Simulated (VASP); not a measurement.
CdSnAu2Se4, 8 atoms in the cell. Symmetry: I-42m, No. 121, tetragonal system. The conventional cell has a = 5.942 Å, b = 5.942 Å, c = 11.426 Å, α = 90.00°, β = 90.00°, γ = 90.00°. Within 3.2 Å of Sn (site symmetry -42m) lie 4 Se at 2.46 Å. Within 3.3 Å of Au (site symmetry -4) lie 4 Se at 2.49 Å. Se (site symmetry m) has 1 Sn at 2.46 Å and 2 Au at 2.49 Å and 1 Cd at 2.74 Å within 3.2 Å. Cd (site symmetry -42m) has 4 Se at 2.74 Å within 3.6 Å. 

```yaml
Program: VASP 6.6.1
Task: single point
Functional: PBE
Potentials_or_basis: VASP PAW PBE potentials, release 64 (Sn_d, Au, Se, Cd)
Cutoff: 520 eV
k_mesh: 4 × 4 × 4
Occupations: fermi-dirac, width 0.1 eV
Spin: no spin polarisation
Dipole_correction: no
Further_INCAR_settings: ALGO = Normal; EDIFF = 1e-06; NBANDS = 46
```

Potentials or basis: VASP PAW PBE potentials, release 64 (Sn_d, Au, Se, Cd).

Run with:

```sh
$ cat potpaw_PBE.64/Sn_d/POTCAR potpaw_PBE.64/Au/POTCAR potpaw_PBE.64/Se/POTCAR potpaw_PBE.64/Cd/POTCAR > POTCAR
$ mpirun -np 1 vasp_std > vasp.out
```

Hardware: 1 thread of Oxide Virtual Turin-like Processor (shared host).

Task: How long does it take, and how much memory?

Result: Wall time 6.4 min on 1 thread of Oxide Virtual Turin-like Processor, with other jobs on the host, peak memory 0.39 GiB. Counts: scf iterations 14, k points 13.
